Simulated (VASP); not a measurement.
# B (P4_322) in VASP: notebook

The runs below take B through relaxation of cell and atoms, with PBE.

All numbers are computed with VASP 6.6.1; they aren't measurements. Logs are shortened: lines on timing, memory, paths and dates and some standing lists are left out, and cuts for length are marked.

### 1 The cell of the first run

It takes space group P4_322 (No. 95, tetragonal). Conventional cell: a = 4.498 Å, b = 4.498 Å, c = 3.237 Å, α = 90.00°, β = 90.00°, γ = 90.00°. B (site symmetry 1) has 6 B at 1.65 to 2.11 Å within 2.2 Å.

The cell was generated, and may not be a known phase.

### 2 Relaxation of cell and atoms, PBE

INCAR

```
SYSTEM = B
PREC = Accurate ; ENCUT = 600
EDIFF = 1E-6 ; ISMEAR = 0
SIGMA = 0.1 ; LREAL = .FALSE.
LASPH = .TRUE. ; NELM = 100
ALGO = Normal ; ISIF = 3
LWAVE = .FALSE. ; LCHARG = .FALSE.
GGA = PE ; IBRION = 2
NSW = 100 ; EDIFFG = -0.01
```

KPOINTS

```
Automatic mesh
0
G
  8 8 12
  0 0 0
```

POSCAR

```
B
1.0
    4.4981036256      0.0000000000      0.0000000000
    0.0000000000      4.4981036256      0.0000000000
    0.0000000000      0.0000000000      3.2367857805
B
8
Direct
    0.0751289378      0.2970930524      0.2565389090
    0.9248710622      0.7029069476      0.7565389090
    0.7029069476      0.0751289378      0.0065389090
    0.2970930524      0.9248710622      0.5065389090
    0.2970930524      0.0751289378      0.9934610910
    0.7029069476      0.9248710622      0.4934610910
    0.9248710622      0.2970930524      0.7434610910
    0.0751289378      0.7029069476      0.2434610910
```

Potentials or basis: VASP PAW PBE potentials, release 64 (B).

Started as:

```
$ cat potpaw_PBE.64/B/POTCAR > POTCAR
$ mpirun -np 1 vasp_std > vasp.out
```

OUTCAR:

```text
SYSTEM = B
   PREC = Accurate
   ENCUT = 600
   EDIFF = 1E-6
   ISMEAR = 0
   LREAL = .FALSE.
   LASPH = .TRUE.
   NELM = 100
   ISIF = 3
   GGA = PE
   IBRION = 2
   NSW = 100
   EDIFFG = -0.01

 ion  position               nearest neighbor table
   1  0.075  0.297  0.257-   5 1.65   7 1.71   7 1.79   8 1.83   3 2.11   4 2.11
   2  0.925  0.703  0.757-   6 1.65   8 1.71   8 1.79   7 1.83   3 2.11   4 2.11
   3  0.703  0.075  0.007-   7 1.65   6 1.71   6 1.79   5 1.83   1 2.11   2 2.11
   4  0.297  0.925  0.507-   8 1.65   5 1.71   5 1.79   6 1.83   1 2.11   2 2.11
   5  0.297  0.075  0.993-   1 1.65   4 1.71   4 1.79   3 1.83   7 2.11   8 2.11
   6  0.703  0.925  0.493-   2 1.65   3 1.71   3 1.79   4 1.83   7 2.11   8 2.11
   7  0.925  0.297  0.743-   3 1.65   1 1.71   1 1.79   2 1.83   5 2.11   6 2.11
   8  0.075  0.703  0.243-   4 1.65   2 1.71   2 1.79   1 1.83   5 2.11   6 2.11

  LATTYP: Found a simple tetragonal cell.
 ALAT       =     4.4981036256
 C/A-ratio  =     0.7195889757

  Lattice vectors:

 A1 = (   4.4981036256,   0.0000000000,   0.0000000000)
 A2 = (   0.0000000000,   4.4981036256,   0.0000000000)
 A3 = (   0.0000000000,   0.0000000000,   3.2367857805)

Analysis of symmetry for initial positions (statically):
=====================================================================
 Subroutine PRICEL returns:
 Original cell was already a primitive cell.

 Routine SETGRP: Setting up the symmetry group for a
 simple tetragonal supercell.

 Subroutine GETGRP returns: Found  8 space group operations
 (whereof  2 operations were pure point group operations)
 out of a pool of 16 trial point group operations.

The static configuration has the point symmetry C_2 .
 The point group associated with its full space group is D_4 .

Analysis of symmetry for dynamics (positions and initial velocities):
=====================================================================
 Subroutine PRICEL returns:
 Original cell was already a primitive cell.

 Routine SETGRP: Setting up the symmetry group for a
 simple tetragonal supercell.

 Subroutine GETGRP returns: Found  8 space group operations
 (whereof  2 operations were pure point group operations)
 out of a pool of 16 trial point group operations.

The dynamic configuration has the point symmetry C_2 .
 The point group associated with its full space group is D_4 .

 Subroutine INISYM returns: Found  8 space group operations
 (whereof  2 operations are pure point group operations),
 and found     1 'primitive' translations

----------------------------------------------------------------------------------------

                                     Primitive cell

  volume of cell :      65.4897

  direct lattice vectors                    reciprocal lattice vectors
     4.498103626  0.000000000  0.000000000     0.222315910  0.000000000  0.000000000
     0.000000000  4.498103626  0.000000000     0.000000000  0.222315910  0.000000000
     0.000000000  0.000000000  3.236785780     0.000000000  0.000000000  0.308948465

  length of vectors
     4.498103626  4.498103626  3.236785780     0.222315910  0.222315910  0.308948465

  position of ions in fractional coordinates (direct lattice)
     0.075128938  0.297093052  0.256538909
     0.924871062  0.702906948  0.756538909
     0.702906948  0.075128938  0.006538909
     0.297093052  0.924871062  0.506538909
     0.297093052  0.075128938  0.993461091
     0.702906948  0.924871062  0.493461091
     0.924871062  0.297093052  0.743461091
     0.075128938  0.702906948  0.243461091

  ion indices of the primitive-cell ions
   primitive index   ion index
                 1           1
                 2           2
                 3           3
                 4           4
                 5           5
                 6           6
                 7           7
                 8           8

----------------------------------------------------------------------------------------

 KPOINTS: Automatic mesh

Automatic generation of k-mesh.
 Grid dimensions read from file:
 generate k-points for:    8    8   12

 Generating k-lattice:

  Cartesian coordinates                     Fractional coordinates (reciprocal lattice)
     0.027789489  0.000000000  0.000000000     0.125000000  0.000000000  0.000000000
     0.000000000  0.027789489  0.000000000     0.000000000  0.125000000  0.000000000
     0.000000000  0.000000000  0.025745705     0.000000000  0.000000000  0.083333333

  Length of vectors
     0.027789489  0.027789489  0.025745705

  Shift w.r.t. Gamma in fractional coordinates (k-lattice)
     0.000000000  0.000000000  0.000000000

 Subroutine IBZKPT returns following result:
 ===========================================

 Found    105 irreducible k-points:

 Following reciprocal coordinates:
            Coordinates               Weight
  0.000000  0.000000  0.000000      1.000000
  0.125000  0.000000  0.000000      4.000000
  0.250000  0.000000  0.000000      4.000000
  0.375000  0.000000  0.000000      4.000000
  0.500000  0.000000  0.000000      2.000000
  0.125000  0.125000  0.000000      4.000000
[... 16 lines left out ...]
  0.375000  0.125000  0.083333     16.000000
  0.500000  0.125000  0.083333      8.000000
 [... further k-points ...]
   k-points           NKPTS =    105   k-points in BZ     NKDIM =    105   number of bands    NBANDS=     17
   number of dos      NEDOS =    301   number of ions     NIONS =      8
   total plane-waves  NPLWV =  36288
   dimension x,y,z NGX =    36 NGY =   36 NGZ =   28
   dimension x,y,z NGXF=    72 NGYF=   72 NGZF=   56
   ions per type =               8
   NGX,Y,Z   is equivalent  to a cutoff of  13.31, 13.31, 14.38 a.u.
   NGXF,Y,Z  is equivalent  to a cutoff of  26.61, 26.61, 28.76 a.u.
 SYSTEM =  B
   PREC   = accura    normal or accurate (medium, high low for compatibility)
   ISTART =      0    job   : 0-new  1-cont  2-samecut
   ICHARG =      2    charge: 1-file 2-atom 10-const
   ISPIN  =      1    spin polarized calculation?
   LNONCOLLINEAR =      F non collinear calculations
   LSORBIT =      F    spin-orbit coupling
   LASPH  =      T    aspherical Exc in radial PAW
   ENCUT  =  600.0 eV  44.10 Ry    6.64 a.u.   8.98  8.98  6.46*2*pi/ulx,y,z
   NELM   =    100;   NELMIN=  2; NELMDL= -5     # of ELM steps
   EDIFF  = 0.1E-05   stopping-criterion for ELM
   LREAL  =      F    real-space projection
   EDIFFG = -.1E-01   stopping-criterion for IOM
   NSW    =    100    number of steps for IOM
   IBRION =      2    ionic relax: 0-MD 1-quasi-New 2-CG
   NFREE  =      1    steps in history (QN), initial steepest desc. (CG)
   ISIF   =      3    stress and relaxation
   ISYM   =      2    0-nonsym 1-usesym 2-fastsym
   POTIM  = 0.5000    time-step for ionic-motion
   TEBEG  =    0.0;   TEEND  =   0.0 temperature during run
   PSTRESS=    0.0 pullay stress
   NELECT =      24.0000    total number of electrons
   NUPDOWN=      -1.0000    fix difference up-down
   EMIN   =  10.00;   EMAX   =-10.00  energy-range for DOS
   EFERMI =   0.00;   METHOD = LEGACY
   ISMEAR =     0;   SIGMA  =   0.10  broadening in eV -4-tet -1-fermi 0-gaus
   EFERMI_NEDOS =   21; number of points for ismear=-14 and -15
   IALGO  =     38    algorithm
   IMIX   =      4    mixing-type and parameters
     AMIX     =   0.40;   BMIX     =  1.00
     AMIX_MAG =   1.60;   BMIX_MAG =  1.00
  volume/ion in A,a.u.               =       8.19        55.24
  Fermi-wavevector in a.u.,A,eV,Ry     =   1.171532  2.213875 18.673834  1.372488
  Thomas-Fermi vector in A             =   2.307975
   LORBIT       =      0    0 simple, 1 ext, 2 COOP (PROOUT), +10 PAW based schemes
   GGA     = PE    functional components
   LHFCALC =     F    Hartree Fock is set to
   AEXX    =    0.0000 exact exchange contribution
   IVDW    =     0    specifies the selected vdW correction
   LEPSILON=     F    determine dielectric tensor
   LRPA    =     F    only Hartree local field effects (RPA)
 conjugate gradient relaxation of ions
 non-spin polarized calculation
 Gauss-broadening in eV      SIGMA  =   0.10
  energy-cutoff  :      600.00
  volume of cell :       65.49
 maximum number of plane-waves:      2216
 NGX is ok and might be reduce to    36
   NGX = 17   NGY = 17   NGZ = 13

--------------------------------------- Ionic step        1  -------------------------------------------

 number of electron      24.0000001 magnetization

 Free energy of the ion-electron system (eV)
  ---------------------------------------------------
  ext. energy  EPLUGINS =         0.00000000
  ---------------------------------------------------
  free energy    TOTEN  =       -48.52553747 eV

  energy without entropy =      -48.52238308  energy(sigma->0) =      -48.52396028

------------------------ aborting loop because EDIFF is reached ----------------------------------------

  FORCE on cell =-STRESS in cart. coord.  units (eV):
  Direction    XX          YY          ZZ          XY          YZ          ZX
  --------------------------------------------------------------------------------------
  -------------------------------------------------------------------------------------
  Total       -0.0514335     -0.0514335      0.0698255      0.0000000     -0.0000000      0.0000000
  in kB       -1.2582995     -1.2582995      1.7082509      0.0000000     -0.0000000      0.0000000
  external PRESSURE =      -0.2694494 kB  Pullay stress =       0.0000000 kB
[... 111 lines left out ...]
  energy  without entropy=      -48.5223767819  energy(sigma->0) =      -48.52398699

--------------------------------------- Ionic step        4  -------------------------------------------

 number of electron      24.0000001 magnetization

 Free energy of the ion-electron system (eV)
  ---------------------------------------------------
  ext. energy  EPLUGINS =         0.00000000
  ---------------------------------------------------
  free energy    TOTEN  =       -48.52563972 eV

  energy without entropy =      -48.52238075  energy(sigma->0) =      -48.52401023

 E-fermi :   5.8193     XC(G=0): -10.8859

 val. band max:        5.7684930903   @ k =   0.3750   0.3750   0.0833
 cond. band min:       5.8192910677   @ k =   0.5000   0.5000   0.0833
 fundamental gap:      0.0507979773
 Fermi energy:         5.8192849776

 k-point     1 :       0.0000    0.0000    0.0000
  band No.  band energies     occupation
      1     -10.3214      2.00000
      2      -5.1474      2.00000
      3      -4.3233      2.00000
      4      -4.3233      2.00000
      5      -2.9434      2.00000
      6      -0.1788      2.00000
[... 9 lines left out ...]
     16       9.9032      0.00000
     17      10.3365      0.00000
[... 443 lines left out ...]
      1      -9.5096      2.00000
      2      -7.5444      2.00000
      3      -5.0473      2.00000
      4      -2.5399      2.00000
      5      -1.3753      2.00000
      6      -0.7757      2.00000
[... 9 lines left out ...]
     16       9.2273      0.00000
     17      10.0961      0.00000

 [... further k-points ...]

------------------------ aborting loop because EDIFF is reached ----------------------------------------

  FORCE on cell =-STRESS in cart. coord.  units (eV):
  Direction    XX          YY          ZZ          XY          YZ          ZX
  --------------------------------------------------------------------------------------
  -------------------------------------------------------------------------------------
  Total       -0.0346372     -0.0346372      0.0142019      0.0000000     -0.0000000      0.0000000
  in kB       -0.8478245     -0.8478245      0.3476243      0.0000000     -0.0000000      0.0000000
  external PRESSURE =      -0.4493415 kB  Pullay stress =       0.0000000 kB
[... 23 lines left out ...]
  FREE ENERGIE OF THE ION-ELECTRON SYSTEM (eV)
  ---------------------------------------------------
  free  energy   TOTEN  =       -48.5256397189 eV

  energy  without entropy=      -48.5223807500  energy(sigma->0) =      -48.52401023

 reached required accuracy - stopping structural energy minimisation
```

It took 5.2 min on 1 thread of Intel Xeon 8259CL, shared host; peak memory 0.25 GiB.

Results:

```
Free energy                           : -48.5256 eV
Relaxed volume                        : 8.18 Å³/atom
Relaxed cell                          : a = 4.495 Å, b = 4.495 Å, c = 3.239 Å, α = 90.00°, β = 90.00°, γ = 90.00°
Space group after relaxing (to 0.1 Å) : P4_322 (No. 95)
Energy gained by relaxing             : 0.0 meV/atom
Ionic steps                           : 4
Pressure after relaxing               : 0.0 GPa
Largest force after relaxing          : 0.007 eV/Å
Band gap on the k mesh                : zero (bands 12 and 13 overlap by 0.22 eV)
```

Forces on the atoms (eV/Å):
```
B    0.001 -0.005 -0.004
B   -0.001  0.005 -0.004
B    0.005  0.001 -0.004
B   -0.005 -0.001 -0.004
B   -0.005  0.001  0.004
B    0.005 -0.001  0.004
B   -0.001 -0.005  0.004
B    0.001  0.005  0.004
```

Step by step:
```csv
step,energy change (eV),largest force (eV/Å),pressure (GPa),volume (Å³)
1,0.0000,0.0125,-0.03,65.49
2,-0.0001,0.0139,-0.06,65.48
3,-0.0001,0.0144,-0.06,65.48
4,-0.0001,0.0068,-0.04,65.46
```

Final structure:
```xyz
8
Lattice="4.4953 0.0000 0.0000 0.0000 4.4953 0.0000 0.0000 0.0000 3.2392" Properties=species:S:1:pos:R:3 pbc="T T T"
B     0.3375    1.3362    0.8309
B     4.1578    3.1591    2.4505
B     3.1591    0.3375    0.0211
B     1.3362    4.1578    1.6407
B     1.3362    0.3375    3.2181
B     3.1591    4.1578    1.5985
B     4.1578    1.3362    2.4083
B     0.3375    3.1591    0.7887
```

### 3 Relaxation of cell and atoms, PBE

This run uses another cell than the first one, of 8.26 Å³/atom.

INCAR

```
SYSTEM = B
  PREC = Accurate
  ENCUT = 600
  EDIFF = 1E-6
  ISMEAR = 0
  SIGMA = 0.01
  LREAL = .False.
  LASPH = .True.
  NELM = 100
  ALGO = Normal
  ISIF = 3
  LWAVE = .False.
  LCHARG = .False.
  GGA = PE
  IBRION = 2
  NSW = 100
  EDIFFG = -0.01
```

KPOINTS

```
regular mesh
0
Gamma
  8 8 12
  0 0 0
```

POSCAR

```
B
1.0
    4.5376852352      0.0000000000      0.0000000000
    0.0000000000      4.5376852352      0.0000000000
    0.0000000000      0.0000000000      3.2090156828
B
8
Direct
    0.0748087547      0.2956321498      0.2576690549
    0.9251912453      0.7043678502      0.7576690549
    0.7043678502      0.0748087547      0.0076690549
    0.2956321498      0.9251912453      0.5076690549
    0.2956321498      0.0748087547      0.9923309451
    0.7043678502      0.9251912453      0.4923309451
    0.9251912453      0.2956321498      0.7423309451
    0.0748087547      0.7043678502      0.2423309451
```

Potentials or basis: VASP PAW PBE potentials, release 64 (B).

Started as:

```
$ cat potpaw_PBE.64/B/POTCAR > POTCAR
$ mpirun -np 1 vasp_std > vasp.out
```

Wall time 11 min (1 thread of Intel Xeon 8259CL, shared host); peak memory 0.25 GiB.

It converged, with:

| Property | Result |
| --- | --- |
| Free energy | -48.5246 eV |
| Relaxed volume | 8.19 Å³/atom |
| Relaxed cell | a = 4.498 Å, b = 4.498 Å, c = 3.237 Å, α = 90.00°, β = 90.00°, γ = 90.00° |
| Space group after relaxing (to 0.1 Å) | P4_322 (No. 95) |
| Energy gained by relaxing | 1.7 meV/atom |
| Ionic steps | 10 |
| Pressure after relaxing | -0.1 GPa |
| Largest force after relaxing | 0.009 eV/Å |
| Band gap on the k mesh | zero (bands 12 and 13 overlap by 0.24 eV) |

Forces on the atoms (eV/Å):
```
B   -0.002 -0.002 -0.009
B    0.002  0.002 -0.009
B    0.002 -0.002 -0.009
B   -0.002  0.002 -0.009
B   -0.002 -0.002  0.009
B    0.002  0.002  0.009
B    0.002 -0.002  0.009
B   -0.002  0.002  0.009
```

Step by step:
| step | energy change (eV) | largest force (eV/Å) | pressure (GPa) | volume (Å³) |
| --- | --- | --- | --- | --- |
| 1 | 0.0000 | 0.1623 | -0.23 | 66.08 |
| 2 | -0.0078 | 0.2068 | -0.62 | 65.96 |
| 3 | -0.0081 | 0.1642 | -0.57 | 65.98 |
| 4 | -0.0128 | 0.0641 | -0.54 | 65.67 |
| 5 | -0.0129 | 0.0441 | -0.55 | 65.72 |
| 6 | -0.0136 | 0.0124 | 0.07 | 65.47 |
| 7 | -0.0136 | 0.0114 | 0.10 | 65.46 |
| 8 | -0.0137 | 0.0126 | 0.01 | 65.48 |
| 9 | -0.0137 | 0.0137 | 0.00 | 65.48 |
| 10 | -0.0137 | 0.0092 | -0.06 | 65.49 |

Final structure:
```yaml
crystal:
  lattice:
    - [4.49772, 0.00000, 0.00000]
    - [0.00000, 4.49772, 0.00000]
    - [0.00000, 0.00000, 3.23735]
  atoms:
    - { symbol: B, position: [0.07517, 0.29713, 0.25664] }
    - { symbol: B, position: [0.92483, 0.70287, 0.75664] }
    - { symbol: B, position: [0.70287, 0.07517, 0.00664] }
    - { symbol: B, position: [0.29713, 0.92483, 0.50664] }
    - { symbol: B, position: [0.29713, 0.07517, 0.99336] }
    - { symbol: B, position: [0.70287, 0.92483, 0.49336] }
    - { symbol: B, position: [0.92483, 0.29713, 0.74336] }
    - { symbol: B, position: [0.07517, 0.70287, 0.24336] }
```

Levels at points of the mesh, in eV from the Fermi level:
```csv
k point,band 8,band 9,band 10,band 11,band 12,band 13,band 14,band 15,band 16,band 17
"(0.00, 0.00, 0.00)",-4.98,-3.43,-2.36,-2.13,-2.13,1.72,1.73,1.73,4.11,4.53
"(0.50, 0.00, 0.00)",-5.31,-3.98,-2.70,-2.39,-0.50,0.28,1.67,1.96,3.34,4.93
"(0.50, 0.50, 0.00)",-5.03,-3.37,-3.37,-1.32,-0.11,0.36,0.70,0.70,1.76,3.23
"(0.00, 0.00, 0.50)",-6.96,-5.63,-5.63,-2.92,-2.92,1.51,1.51,1.82,1.82,6.45
"(0.50, 0.00, 0.50)",-6.86,-4.50,-4.50,-2.53,-2.53,0.71,0.71,2.70,2.70,5.49
"(0.50, 0.50, 0.50)",-5.76,-2.67,-2.67,-1.76,-1.76,0.59,0.59,2.69,2.69,4.67
```

The gap in the log of VASP goes by the Fermi energy; the results here count the filled bands.